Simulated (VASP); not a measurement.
# Si (P6/mmm) in VASP: notebook

The runs below take Si through single point, with r2SCAN.

Program: VASP 6.6.1. These are calculated values, not measurements. Logs are shortened: lines on timing, memory, paths and dates and some standing lists are left out, and cuts for length are marked.

**1. The cell of the first run**

It takes space group P6/mmm (No. 191, hexagonal). The conventional cell has a = 2.629 Å, b = 2.629 Å, c = 2.494 Å, α = 90.00°, β = 90.00°, γ = 120.00°. Within 3.3 Å of Si (site symmetry 6/mmm) lie 8 Si at 2.49 to 2.63 Å.

This isn't the form of Si at room conditions, which is diamond.

**2. Single point, r2SCAN**

File POSCAR:

```
Si
1.0
    2.6290009029      0.0000000000      0.0000000000
   -1.3145004515      2.2767815685      0.0000000000
    0.0000000000      0.0000000000      2.4937990725
Si
1
Direct
    0.0000000000      0.0000000000      0.0000000000
```

File INCAR.step1:

```
PREC     = Accurate       # precision mode
ENCUT    = 550            # plane-wave cutoff, eV
ISMEAR   = 0              # smearing method
SIGMA    = 0.15           # smearing width, eV
LREAL    = F              # projectors in reciprocal space
LASPH    = T              # aspherical terms in the spheres
NELM     = 120            # most SCF steps
NBANDS   = 8              # bands
GGA      = PE             # functional
ALGO     = Normal         # electronic algorithm
EDIFF    = 1E-5           # SCF threshold, eV
LWAVE    = T              # write WAVECAR
LCHARG   = F              # write CHGCAR
GGA_COMPAT= F
```

File INCAR.step2:

```
PREC     = Accurate       # precision mode
ENCUT    = 550            # plane-wave cutoff, eV
EDIFF    = 1E-6           # SCF threshold, eV
ISMEAR   = 0              # smearing method
SIGMA    = 0.15           # smearing width, eV
LREAL    = F              # projectors in reciprocal space
LASPH    = T              # aspherical terms in the spheres
NELM     = 120            # most SCF steps
ALGO     = Normal         # electronic algorithm
ISIF     = 2              # what is computed and relaxed
LWAVE    = F              # write WAVECAR
LCHARG   = T              # write CHGCAR
METAGGA  = R2SCAN         # meta-GGA
LMIXTAU  = T            
LELF     = T              # ELF
LVHAR    = T            
NBANDS   = 8              # bands
ISTART   = 1            
GGA_COMPAT= F
```

File KPOINTS:

```
Automatic mesh
0
Gamma
  12 12 14
```

Potentials or basis: VASP PAW PBE potentials, release 64 (Si).

Command:

```bash
> cat potpaw_PBE.64/Si/POTCAR > POTCAR
> cp INCAR.step1 INCAR
> mpirun -np 1 vasp_std > vasp.out
> cp INCAR.step2 INCAR
> mpirun -np 1 vasp_std > vasp.out
```

OUTCAR:

```text
PREC = Accurate
   ENCUT = 550
   EDIFF = 1E-6
   ISMEAR = 0
   LREAL = F
   LASPH = T
   NELM = 120
   ISIF = 2
   METAGGA = R2SCAN
   ISTART = 1

 ion  position               nearest neighbor table
   1  0.000  0.000  0.000-

  LATTYP: Found a hexagonal cell.
 ALAT       =     2.6290009029
 C/A-ratio  =     0.9485729236

  Lattice vectors:

 A1 = (   2.6290009029,   0.0000000000,   0.0000000000)
 A2 = (  -1.3145004515,   2.2767815685,   0.0000000000)
 A3 = (   0.0000000000,   0.0000000000,   2.4937990725)

Analysis of symmetry for initial positions (statically):
=====================================================================
 Subroutine PRICEL returns:
 Original cell was already a primitive cell.

 Routine SETGRP: Setting up the symmetry group for a
 hexagonal supercell.

 Subroutine GETGRP returns: Found 24 space group operations
 (whereof 24 operations were pure point group operations)
 out of a pool of 24 trial point group operations.

The static configuration has the point symmetry D_6h.

Analysis of symmetry for dynamics (positions and initial velocities):
=====================================================================
 Subroutine PRICEL returns:
 Original cell was already a primitive cell.

 Routine SETGRP: Setting up the symmetry group for a
 hexagonal supercell.

 Subroutine GETGRP returns: Found 24 space group operations
 (whereof 24 operations were pure point group operations)
 out of a pool of 24 trial point group operations.

The dynamic configuration has the point symmetry D_6h.

 Subroutine INISYM returns: Found 24 space group operations
 (whereof 24 operations are pure point group operations),
 and found     1 'primitive' translations

----------------------------------------------------------------------------------------

                                     Primitive cell

  volume of cell :      14.9270

  direct lattice vectors                    reciprocal lattice vectors
     2.629000903  0.000000000  0.000000000     0.380372635  0.219608243  0.000000000
    -1.314500452  2.276781569  0.000000000     0.000000000  0.439216486  0.000000000
     0.000000000  0.000000000  2.493799072     0.000000000  0.000000000  0.400994615

  length of vectors
     2.629000903  2.629000903  2.493799072     0.439216486  0.439216486  0.400994615

  position of ions in fractional coordinates (direct lattice)
     0.000000000  0.000000000  0.000000000

  ion indices of the primitive-cell ions
   primitive index   ion index
                 1           1

----------------------------------------------------------------------------------------

 KPOINTS: Automatic mesh

Automatic generation of k-mesh.
 Grid dimensions read from file:
 generate k-points for:   12   12   14

 Generating k-lattice:

  Cartesian coordinates                     Fractional coordinates (reciprocal lattice)
     0.031697720  0.018300687  0.000000000     0.083333333  0.000000000  0.000000000
     0.000000000  0.036601374  0.000000000     0.000000000  0.083333333  0.000000000
     0.000000000  0.000000000  0.028642473     0.000000000  0.000000000  0.071428571

  Length of vectors
     0.036601374  0.036601374  0.028642473

  Shift w.r.t. Gamma in fractional coordinates (k-lattice)
     0.000000000  0.000000000  0.000000000

 Subroutine IBZKPT returns following result:
 ===========================================

 Found    152 irreducible k-points:

 Following reciprocal coordinates:
            Coordinates               Weight
  0.000000  0.000000  0.000000      1.000000
  0.083333 -0.000000  0.000000      6.000000
  0.166667 -0.000000  0.000000      6.000000
  0.250000 -0.000000  0.000000      6.000000
  0.333333 -0.000000  0.000000      6.000000
  0.416667 -0.000000  0.000000      6.000000
[... 16 lines left out ...]
  0.250000 -0.000000  0.071429     12.000000
  0.333333 -0.000000  0.071429     12.000000
 [... further k-points ...]
   k-points           NKPTS =    152   k-points in BZ     NKDIM =    152   number of bands    NBANDS=      8
   number of dos      NEDOS =    301   number of ions     NIONS =      1
   total plane-waves  NPLWV =   8000
   dimension x,y,z NGX =    20 NGY =   20 NGZ =   20
   dimension x,y,z NGXF=    40 NGYF=   40 NGZF=   40
   ions per type =               1
   NGX,Y,Z   is equivalent  to a cutoff of  12.65, 12.65, 13.33 a.u.
   NGXF,Y,Z  is equivalent  to a cutoff of  25.29, 25.29, 26.67 a.u.
 SYSTEM =  unknown system
   PREC   = accura    normal or accurate (medium, high low for compatibility)
   ISTART =      1    job   : 0-new  1-cont  2-samecut
   ICHARG =      0    charge: 1-file 2-atom 10-const
   ISPIN  =      1    spin polarized calculation?
   LNONCOLLINEAR =      F non collinear calculations
   LSORBIT =      F    spin-orbit coupling
   LASPH  =      T    aspherical Exc in radial PAW
   ENCUT  =  550.0 eV  40.42 Ry    6.36 a.u.   5.03  5.03  4.77*2*pi/ulx,y,z
   NELM   =    120;   NELMIN=  2; NELMDL=  0     # of ELM steps
   EDIFF  = 0.1E-05   stopping-criterion for ELM
   LREAL  =      F    real-space projection
   EDIFFG = 0.1E-04   stopping-criterion for IOM
   NSW    =      0    number of steps for IOM
   IBRION =     -1    ionic relax: 0-MD 1-quasi-New 2-CG
   NFREE  =      0    steps in history (QN), initial steepest desc. (CG)
   ISIF   =      2    stress and relaxation
   ISYM   =      2    0-nonsym 1-usesym 2-fastsym
   POTIM  = 0.5000    time-step for ionic-motion
   TEBEG  =    0.0;   TEEND  =   0.0 temperature during run
   PSTRESS=    0.0 pullay stress
   NELECT =       4.0000    total number of electrons
   NUPDOWN=      -1.0000    fix difference up-down
   EMIN   =  10.00;   EMAX   =-10.00  energy-range for DOS
   EFERMI =   0.00;   METHOD = LEGACY
   ISMEAR =     0;   SIGMA  =   0.15  broadening in eV -4-tet -1-fermi 0-gaus
   EFERMI_NEDOS =   21; number of points for ismear=-14 and -15
   IALGO  =     38    algorithm
   IMIX   =      4    mixing-type and parameters
     AMIX     =   0.40;   BMIX     =  1.00
     AMIX_MAG =   1.60;   BMIX_MAG =  1.00
  volume/ion in A,a.u.               =      14.93       100.73
  Fermi-wavevector in a.u.,A,eV,Ry     =   1.055448  1.994508 15.156498  1.113971
  Thomas-Fermi vector in A             =   2.190647
   LORBIT       =      0    0 simple, 1 ext, 2 COOP (PROOUT), +10 PAW based schemes
   METAGGA = R2SCAN    functional components
   LHFCALC =     F    Hartree Fock is set to
   AEXX    =    0.0000 exact exchange contribution
   IVDW    =     0    specifies the selected vdW correction
   LEPSILON=     F    determine dielectric tensor
   LRPA    =     F    only Hartree local field effects (RPA)
 non-spin polarized calculation
 Gauss-broadening in eV      SIGMA  =   0.15
  energy-cutoff  :      550.00
  volume of cell :       14.93
 maximum number of plane-waves:       450
 NGX is ok and might be reduce to    20
   NGX =  9   NGY =  9   NGZ =  9

 number of electron       4.0000000 magnetization

 Free energy of the ion-electron system (eV)
  ---------------------------------------------------
  ext. energy  EPLUGINS =         0.00000000
  ---------------------------------------------------
  free energy    TOTEN  =        -8.32958570 eV

  energy without entropy =       -8.32556401  energy(sigma->0) =       -8.32757485

 E-fermi :   9.5161     XC(G=0): -11.5859

 val. band max:        9.4578278357   @ k =   0.4167  -0.0000   0.5000
 cond. band min:       9.5684463578   @ k =   0.0833  -0.0000   0.2143
 fundamental gap:      0.1106185221
 Fermi energy:         9.5161019221

 k-point     1 :       0.0000    0.0000    0.0000
  band No.  band energies     occupation
      1      -5.2743      2.00000
      2      17.2661      0.00000
      3      17.5357      0.00000
      4      20.5154      0.00000
      5      20.5154      0.00000
      6      22.5207      0.00000
      7      22.5208      0.00000
      8      28.2231      0.00000

 k-point     2 :       0.0833   -0.0000    0.0000
  band No.  band energies     occupation
      1      -5.0692      2.00000
      2      16.4799      0.00000
      3      17.7101      0.00000
      4      19.2918      0.00000
      5      19.3201      0.00000
      6      22.6030      0.00000
      7      24.0705      0.00000
      8      30.1860      0.00000

 k-point     3 :       0.1667   -0.0000    0.0000
  band No.  band energies     occupation
      1      -4.4554      2.00000
      2      13.8383      0.00000
      3      17.8094      0.00000
      4      18.2317      0.00000
      5      18.2396      0.00000
      6      22.7852      0.00000
      7      26.6372      0.00000
      8      32.3321      0.00000

 k-point     4 :       0.2500   -0.0000    0.0000
  band No.  band energies     occupation
      1      -3.4373      2.00000
      2      10.5841      0.00000
      3      16.5891      0.00000
      4      17.5397      0.00000
      5      19.0943      0.00000
      6      23.4421      0.00000
      7      29.5859      0.00000
      8      31.3984      0.00000

 k-point     5 :       0.3333   -0.0000    0.0000
  band No.  band energies     occupation
      1      -2.0229      2.00000
      2       7.4363      2.00000
      3      15.7090      0.00000
      4      16.9463      0.00000
      5      20.2796      0.00000
      6      24.6297      0.00000
      7      28.8009      0.00000
      8      32.7810      0.00000

 k-point     6 :       0.4167   -0.0000    0.0000
  band No.  band energies     occupation
      1      -0.2294      2.00000
      2       4.5731      2.00000
      3      15.1792      0.00000
      4      16.5446      0.00000
      5      21.7133      0.00000
      6      26.2231      0.00000
      7      26.4712      0.00000
      8      31.0280      0.00000

 k-point     7 :       0.5000   -0.0000    0.0000
  band No.  band energies     occupation
      1       1.5925      2.00000
      2       2.3910      2.00000
      3      15.0024      0.00000
      4      16.4035      0.00000
      5      22.7566      0.00000
      6      25.1221      0.00000
      7      27.5186      0.00000
      8      29.4947      0.00000
[... 133 lines left out ...]
 k-point    20 :       0.0000    0.0000    0.0714
  band No.  band energies     occupation
      1      -5.1513      2.00000
      2      14.6438      0.00000
      3      20.1329      0.00000
      4      20.6130      0.00000
      5      20.6130      0.00000
      6      22.6184      0.00000
      7      22.6184      0.00000
      8      28.3410      0.00000

 k-point    21 :       0.0833   -0.0000    0.0714
  band No.  band energies     occupation
      1      -4.9464      2.00000
      2      14.6354      0.00000
      3      18.1723      0.00000
      4      19.4200      0.00000
      5      20.5910      0.00000
      6      22.8996      0.00000
      7      24.1647      0.00000
      8      30.3038      0.00000

 k-point    22 :       0.1667   -0.0000    0.0714
  band No.  band energies     occupation
      1      -4.3329      2.00000
      2      13.6138      0.00000
      3      16.2321      0.00000
      4      17.9111      0.00000
      5      19.8955      0.00000
      6      23.6322      0.00000
      7      26.7256      0.00000
      8      31.8428      0.00000

 k-point    23 :       0.2500   -0.0000    0.0714
  band No.  band energies     occupation
      1      -3.3153      2.00000
      2      10.6492      0.00000
      3      16.2780      0.00000
      4      16.6921      0.00000
      5      19.3693      0.00000
      6      24.6780      0.00000
      7      29.6627      0.00000
      8      29.9992      0.00000

 k-point    24 :       0.3333   -0.0000    0.0714
  band No.  band energies     occupation
      1      -1.9017      2.00000
      2       7.5386      2.00000
      3      15.8129      0.00000
      4      16.4480      0.00000
      5      19.5937      0.00000
      6      25.9948      0.00000
      7      27.4492      0.00000
      8      32.7912      0.00000

 [... further k-points ...]

------------------------ aborting loop because EDIFF is reached ----------------------------------------

  FORCE on cell =-STRESS in cart. coord.  units (eV):
  Direction    XX          YY          ZZ          XY          YZ          ZX
  --------------------------------------------------------------------------------------
  -------------------------------------------------------------------------------------
  Total        0.0872421      0.0872421     -0.1339057     -0.0000000      0.0000000      0.0000000
  in kB        9.3640334      9.3640334    -14.3726226     -0.0000000      0.0000000      0.0000000
  external PRESSURE =       1.4518147 kB  Pullay stress =       0.0000000 kB

 VOLUME and BASIS-vectors are now :
 -----------------------------------------------------------------------------
  energy-cutoff  :      550.00
  volume of cell :       14.93
      direct lattice vectors                 reciprocal lattice vectors
     2.629000903  0.000000000  0.000000000     0.380372635  0.219608243  0.000000000
    -1.314500452  2.276781569  0.000000000     0.000000000  0.439216486  0.000000000
     0.000000000  0.000000000  2.493799072     0.000000000  0.000000000  0.400994615

 POSITION                                       TOTAL-FORCE (eV/Angst)
 -----------------------------------------------------------------------------------
      0.00000      0.00000      0.00000         0.000000      0.000000      0.000000
 -----------------------------------------------------------------------------------
    total drift:                               -0.000000     -0.000000      0.000000

  FREE ENERGIE OF THE ION-ELECTRON SYSTEM (eV)
  ---------------------------------------------------
  free  energy   TOTEN  =        -8.3295856968 eV

  energy  without entropy=       -8.3255640062  energy(sigma->0) =       -8.32757485
```

Run time: 70 s. Hardware: 1 thread of Intel Xeon 8259CL, shared host; peak memory 0.13 GiB.

What came out:

* Free energy: -8.3296 eV
* Pressure: 0.1 GPa
* Band gap on the k mesh: zero (bands 2 and 3 overlap by 12.52 eV)

Caveat: the PAW data sets were made with another functional, which shifts forces and pressure a little.

(Continued in part 2 of 2.)
